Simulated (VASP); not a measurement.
# BN (Cmcm) in VASP: relaxation of the atoms with PBEsol

Aim: the relaxation of the atoms of BN with PBEsol.

Everything below comes from runs of VASP 6.6.1. Logs are shortened: lines on timing, memory, paths and dates and some standing lists are left out, and cuts for length are marked.

## (1) The cell of the first run

The structure is orthorhombic, space group Cmcm (No. 63). Conventional cell: a = 2.779 Å, b = 4.337 Å, c = 7.034 Å, α = 90.00°, β = 90.00°, γ = 90.00°. B (site symmetry m2m) has 3 N at 1.45 to 1.57 Å within 1.9 Å. Within 1.9 Å of N (site symmetry m2m) lie 3 B at 1.45 to 1.57 Å.

## (2) Relaxation of the atoms, PBEsol (normal strain along x +0.1100, normal strain along z +0.0000)

Input file INCAR:

```
  PREC = Accurate
  ENCUT = 520
  EDIFF = 1E-7
  ISMEAR = 0
  SIGMA = 0.05
  LREAL = F
  LASPH = T
  NELM = 120
  ALGO = Normal
  ISIF = 2
  LWAVE = F
  LCHARG = F
  GGA = PS
  IBRION = 2
  NSW = 50
  EDIFFG = -0.01
  GGA_COMPAT = F
  NELMIN = 4
```

Input file KPOINTS:

```
regular mesh
0
Gamma
  12 12 4
```

Input file POSCAR:

```
BN
1.0
    2.7791915914      0.0000000000      0.0000000000
   -1.3895957957      2.1683338019      0.0000000000
    0.0000000000      0.0000000000      7.0340971178
B N
2 2
Direct
    0.3333333333      0.6666666667      0.2500000000
    0.6666666667      0.3333333333      0.7500000000
    0.3333333333      0.6666666667      0.7500000000
    0.6666666667      0.3333333333      0.2500000000
```

Potentials or basis: VASP PAW PBE potentials, release 64 (B, N).

The run is started by

```sh
$ cat potpaw_PBE.64/B/POTCAR potpaw_PBE.64/N/POTCAR > POTCAR
$ mpirun -np 1 vasp_std > vasp.out
```

OUTCAR:

```text
PREC = Accurate
   ENCUT = 520
   EDIFF = 1E-7
   ISMEAR = 0
   LREAL = F
   LASPH = T
   NELM = 120
   ISIF = 2
   GGA = PS
   IBRION = 2
   NSW = 50
   EDIFFG = -0.01
   NELMIN = 4

 ion  position               nearest neighbor table
   1  0.333  0.667  0.250-   4 1.45   4 1.57   4 1.57
   2  0.667  0.333  0.750-   3 1.45   3 1.57   3 1.57
   3  0.333  0.667  0.750-   2 1.45   2 1.57   2 1.57
   4  0.667  0.333  0.250-   1 1.45   1 1.57   1 1.57

  Warning from LATTYP: Monoclinic adjustment (A1->A3, A2->A1, A3->A2)!
  LATTYP: Found a base centered orthorhombic cell.
 ALAT       =     2.7791915914
 B/A-ratio  =     1.5604061329
 C/A-ratio  =     2.5309867587

  Lattice vectors:

 A1 = (   1.3895957957,  -2.1683338019,   0.0000000000)
 A2 = (   1.3895957957,   2.1683338019,   0.0000000000)
 A3 = (   0.0000000000,   0.0000000000,   7.0340971178)

Analysis of symmetry for initial positions (statically):
=====================================================================
 Subroutine PRICEL returns:
 Original cell was already a primitive cell.

 Routine SETGRP: Setting up the symmetry group for a
 base centered orthorhombic supercell.

 Subroutine GETGRP returns: Found  8 space group operations
 (whereof  4 operations were pure point group operations)
 out of a pool of  8 trial point group operations.

The static configuration has the point symmetry C_2h.
 The point group associated with its full space group is D_2h.

Analysis of symmetry for dynamics (positions and initial velocities):
=====================================================================
 Subroutine PRICEL returns:
 Original cell was already a primitive cell.

 Routine SETGRP: Setting up the symmetry group for a
 base centered orthorhombic supercell.

 Subroutine GETGRP returns: Found  8 space group operations
 (whereof  4 operations were pure point group operations)
 out of a pool of  8 trial point group operations.

The dynamic configuration has the point symmetry C_2h.
 The point group associated with its full space group is D_2h.

 Subroutine INISYM returns: Found  8 space group operations
 (whereof  4 operations are pure point group operations),
 and found     1 'primitive' translations

----------------------------------------------------------------------------------------

[... 115 lines left out ...]
     AMIX     =   0.40;   BMIX     =  1.00
     AMIX_MAG =   1.60;   BMIX_MAG =  1.00
  volume/ion in A,a.u.               =      10.60        71.51
  Fermi-wavevector in a.u.,A,eV,Ry     =   1.183125  2.235781 19.045216  1.399784
  Thomas-Fermi vector in A             =   2.319365
   LORBIT       =      0    0 simple, 1 ext, 2 COOP (PROOUT), +10 PAW based schemes
   GGA     = PS    functional components
   LHFCALC =     F    Hartree Fock is set to
   AEXX    =    0.0000 exact exchange contribution
   IVDW    =     0    specifies the selected vdW correction
   LEPSILON=     F    determine dielectric tensor
   LRPA    =     F    only Hartree local field effects (RPA)
 conjugate gradient relaxation of ions
 non-spin polarized calculation
 Gauss-broadening in eV      SIGMA  =   0.05
  energy-cutoff  :      520.00
  volume of cell :       42.39
 maximum number of plane-waves:      1155
 NGX is ok and might be reduce to    24
   NGX = 11   NGY =  9   NGZ = 27

--------------------------------------- Ionic step        1  -------------------------------------------

 number of electron      15.9999998 magnetization

 Free energy of the ion-electron system (eV)
  ---------------------------------------------------
  ext. energy  EPLUGINS =         0.00000000
  ---------------------------------------------------
  free energy    TOTEN  =       -35.60130085 eV

  energy without entropy =      -35.60130085  energy(sigma->0) =      -35.60130085

------------------------ aborting loop because EDIFF is reached ----------------------------------------

  FORCE on cell =-STRESS in cart. coord.  units (eV):
  Direction    XX          YY          ZZ          XY          YZ          ZX
  --------------------------------------------------------------------------------------
  -------------------------------------------------------------------------------------
  Total      -17.5567330     -3.1436473     -0.0760928      0.0000000      0.0000000      0.0000000
  in kB     -663.5922401   -118.8205087     -2.8760824      0.0000000      0.0000000      0.0000000
  external PRESSURE =    -261.7629437 kB  Pullay stress =       0.0000000 kB
[... 63 lines left out ...]
--------------------------------------- Ionic step        3  -------------------------------------------

 number of electron      15.9999997 magnetization

 Free energy of the ion-electron system (eV)
  ---------------------------------------------------
  ext. energy  EPLUGINS =         0.00000000
  ---------------------------------------------------
  free energy    TOTEN  =       -35.60971179 eV

  energy without entropy =      -35.60971179  energy(sigma->0) =      -35.60971179

 E-fermi :   1.5433     XC(G=0):  -9.6141

 val. band max:        1.2606883455   @ k =   0.1667   0.4167   0.0000
 cond. band min:       4.9415554125   @ k =   0.5000   0.0000   0.0000
 fundamental gap:      3.6808670669
 Fermi energy:         1.5432891324

 k-point     1 :       0.0000    0.0000    0.0000
  band No.  band energies     occupation
      1     -15.6905      2.00000
      2     -15.4868      2.00000
      3      -4.1952      2.00000
      4      -2.4669      2.00000
      5      -0.5177      2.00000
      6      -0.4863      2.00000
      7      -0.0745      2.00000
      8      -0.0413      2.00000
      9       5.7208      0.00000
     10       9.4737      0.00000
     11      10.1468      0.00000
     12      10.7102      0.00000
[... 331 lines left out ...]
 k-point    24 :       0.4167    0.1667    0.0000
  band No.  band energies     occupation
      1     -12.8960      2.00000
      2     -12.8392      2.00000
      3      -6.9259      2.00000
      4      -6.8452      2.00000
      5      -3.6289      2.00000
      6      -3.5678      2.00000
      7       0.0910      2.00000
      8       0.8391      2.00000
      9       5.1886      0.00000
     10       6.0791      0.00000
     11      11.2663      0.00000
     12      12.4004      0.00000

 [... further k-points ...]

------------------------ aborting loop because EDIFF is reached ----------------------------------------

  FORCE on cell =-STRESS in cart. coord.  units (eV):
  Direction    XX          YY          ZZ          XY          YZ          ZX
  --------------------------------------------------------------------------------------
  -------------------------------------------------------------------------------------
  Total      -17.6025520     -3.6664705     -0.0796745      0.0000000      0.0000000      0.0000000
  in kB     -665.3240619   -138.5816690     -3.0114607      0.0000000      0.0000000      0.0000000
  external PRESSURE =    -268.9723972 kB  Pullay stress =       0.0000000 kB
[... 19 lines left out ...]
  FREE ENERGIE OF THE ION-ELECTRON SYSTEM (eV)
  ---------------------------------------------------
  free  energy   TOTEN  =       -35.6097117927 eV

  energy  without entropy=      -35.6097117927  energy(sigma->0) =      -35.60971179

 reached required accuracy - stopping structural energy minimisation
```

OSZICAR:

```text
N       E                     dE             d eps       ncg     rms          rms(c)
DAV:   1     0.619639887180E+02    0.61964E+02   -0.80541E+03  3104   0.120E+03
DAV:   2    -0.336099421191E+02   -0.95574E+02   -0.87295E+02  4708   0.250E+02
[... 27 lines left out ...]
DAV:   2    -0.356113360111E+02   -0.43699E-02   -0.65252E-02  3920   0.236E+00    0.265E-01
DAV:   3    -0.356099698145E+02    0.13662E-02   -0.16892E-03  3688   0.457E-01    0.130E-01
DAV:   4    -0.356097011586E+02    0.26866E-03   -0.13026E-03  3836   0.363E-01    0.239E-02
DAV:   5    -0.356097118346E+02   -0.10676E-04   -0.20146E-04  3616   0.140E-01    0.203E-02
DAV:   6    -0.356097118291E+02    0.54345E-08   -0.26171E-06  3892   0.158E-02    0.928E-03
DAV:   7    -0.356097117927E+02    0.36476E-07   -0.19197E-07  2624   0.522E-03
   3 F= -.35609712E+02 E0= -.35609712E+02  d E =-.841094E-02
```

CONTCAR:

```text
BN
   1.00000000000000
     2.7791915914000000    0.0000000000000000    0.0000000000000000
    -1.3895957957000000    2.1683338018999998    0.0000000000000000
     0.0000000000000000    0.0000000000000000    7.0340971178000000
  B               N
     2     2
Direct
     0.3315060450098213    0.6630120901196515    0.2500000000000000
     0.6684939549901787    0.3369879098803485    0.7500000000000000
     0.3314563332605146    0.6629126666210381    0.7500000000000000
     0.6685436667394854    0.3370873333789619    0.2500000000000000

  0.00000000E+00  0.00000000E+00  0.00000000E+00
  0.00000000E+00  0.00000000E+00  0.00000000E+00
  0.00000000E+00  0.00000000E+00  0.00000000E+00
  0.00000000E+00  0.00000000E+00  0.00000000E+00
```

It took 3.2 min on 1 thread of Intel Xeon 8259CL, shared host; peak memory 0.2 GiB.

Results:

- Free energy: -35.6097 eV
- Energy gained by relaxing: 2.1 meV/atom
- Ionic steps: 3
- Pressure after relaxing: -26.9 GPa
- Largest force after relaxing: 0.007 eV/Å
- Band gap on the k mesh: 3.68 eV (least direct gap 4.22 eV)

Forces on the atoms (eV/Å):
```
B    0.000  0.007  0.000
B    0.000 -0.007  0.000
N    0.000 -0.006  0.000
N    0.000  0.006  0.000
```

Step by step:
```
step  energy change (eV)  largest force (eV/Å)  pressure (GPa)
   1              0.0000                0.5365          -26.18
   2              0.0291                1.0516          -28.00
   3             -0.0084                0.0068          -26.90
```

Final structure:
```
CELL_PARAMETERS angstrom
2.77919 0.00000 0.00000
-1.38960 2.16833 0.00000
0.00000 0.00000 7.03410
ATOMIC_POSITIONS crystal
B 0.33151 0.66301 0.25000
B 0.66849 0.33699 0.75000
N 0.33146 0.66291 0.75000
N 0.66854 0.33709 0.25000
```

Caveat: the cell differs from its parent crystal (normal strain along x +0.1100, normal strain along z +0.0000); the PAW data sets were made with another functional, which shifts forces and pressure a little; this functional lacks dispersion, which binds layers or chains, so the pressure and a relaxed spacing across them are unreliable. A k mesh can miss the band edges.
